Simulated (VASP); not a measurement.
Wanted: the native input for a VASP 6.6.1 run.

```
Task                   : electric field gradients
Functional             : PBEsol
Potentials or basis    : VASP PAW PBE potentials, release 64 (Ga_d, N)
Cutoff                 : 520 eV
k mesh                 : 12 × 12 × 8
Occupations            : gaussian, width 0.05 eV
Spin                   : no spin polarisation
Dipole correction      : no
Further INCAR settings : ALGO = Normal; EDIFF = 1e-08; NBANDS = 26
```

The structure of GaN lies in POSCAR:

```
GaN
1.0
    3.1826298538      0.0000000000      0.0000000000
   -1.5913149269      2.7562383042      0.0000000000
    0.0000000000      0.0000000000      5.1853752320
Ga N
2 2
Direct
    0.3333333333      0.6666666667     -0.0008090187
    0.6666666667      0.3333333333      0.4991909813
    0.3333333333      0.6666666667      0.3758090187
    0.6666666667      0.3333333333      0.8758090187
```

These files were run (other wordings do the same):

INCAR

```
PREC = Accurate
ENCUT = 520
EDIFF = 1E-8
ISMEAR = 0
SIGMA = 0.05
LREAL = F
LASPH = T
NELM = 60
ALGO = Normal
ISIF = 2
LWAVE = F
LCHARG = F
GGA = PS
LEFG = T
NBANDS = 26
```

KPOINTS

```
Automatic mesh
0
Gamma
  12 12 8
```

Potentials or basis: VASP PAW PBE potentials, release 64 (Ga_d, N).

Launch:

```console
$ cat potpaw_PBE.64/Ga_d/POTCAR potpaw_PBE.64/N/POTCAR > POTCAR
$ mpirun -np 1 vasp_std > vasp.out
```

Results of the run:

- Pressure: -0.2 GPa
- Band gap on the k mesh: 1.89 eV
- Largest electric field gradient by atom: Ga +4.4; N +1.0 V/Å²

Caveat: without QUAD_EFG the Cq values of the log hold for a quadrupole moment of 1 mb, not for the nuclei; the PAW data sets were made with another functional, which shifts forces and pressure a little.

Run time: 46 s on 1 thread of Intel(R) Xeon(R) 6975P-C (Granite Rapids), with other jobs on the host, peak memory 0.22 GiB.
